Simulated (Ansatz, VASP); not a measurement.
## Two plane-wave programs on TaN

Contents of INCAR:

```
SYSTEM = TaN
  ALGO = Normal
  EDIFF = 1E-7
  ENCUT = 520
  GGA = PS
  ISIF = 2
  ISMEAR = 0
  LASPH = .TRUE.
  LCHARG = .FALSE.
  LREAL = .FALSE.
  LWAVE = .FALSE.
  NBANDS = 15
  NELM = 60
  PREC = Accurate
  SIGMA = 0.1
```

Contents of KPOINTS:

```
k-points
0
G
  15 15 12
  0 0 0
```

The input POSCAR:

```
TaN
1.0
    2.9379988584      0.0000000000      0.0000000000
   -1.4689994292      2.5443816477      0.0000000000
    0.0000000000      0.0000000000      2.8830000000
Ta N
1 1
Direct
    0.3333333333      0.6666666667      0.5000000000
    0.0442150650      0.0884301300      0.0000000000
```

Input for Ansatz:

```yaml
crystal:
  lattice:
    - [2.9379988584, 0.0, 0.0]
    - [-1.4689994292, 2.5443816477, 0.0]
    - [0.0, 0.0, 2.883]
  atoms:
    - { symbol: Ta, position: [0.3333333333, 0.6666666667, 0.5] }
    - { symbol: "N", position: [0.044215065, 0.08843013, 0.0] }
basis:
  ecutwfc: 420
kpoints:
  mp_grid: { grid: [15, 15, 12] }
hamiltonian:
  xc: pbesol
scf:
  occupations: { method: gaussian, width: 0.1 }
output:
  forces: true
  stress: true
  eigenvalues: true
```

Change from the starting cell: one atom moved.

Alike in both runs: task single point; functional PBEsol; k mesh 15 × 15 × 12; occupations gaussian, width 0.1 eV; no spin polarisation.

|  | VASP | Ansatz |
| --- | --- | --- |
| version | VASP 6.6.1 | Ansatz 0.2.0 |
| potentials or method | VASP PAW PBE potentials, release 64 (Ta_pv, N), cutoff 520 eV | scalar-relativistic, plane waves, PAW |
| valence electrons in the cell | 16 | 18 |

Ansatz gave:

```
gap on the k mesh at the Fermi level (eV)                     : none
pressure (GPa)                                                : 3.0
traceless stress, the component that is largest in VASP (GPa) : -7.32
rms of the force components (eV/Å)                            : 1.860
```

Q: Which values does VASP return?

A: gap on the k mesh at the Fermi level (eV): none; pressure (GPa): 3.8; traceless stress, the component that is largest in VASP (GPa): -7.68; rms of the force components (eV/Å): 1.879.

VASP's potentials were made for PBE, not for PBEsol. Atom by atom the forces differ by 0.019 eV/Å (rms over components). A gap of «none» marks a metal or a gap that the smearing closes. VASP's potentials hold 16 valence electrons a cell and Ansatz's 18, so a difference there can come from the potentials and not from the codes.

Spin-orbit coupling is off throughout.
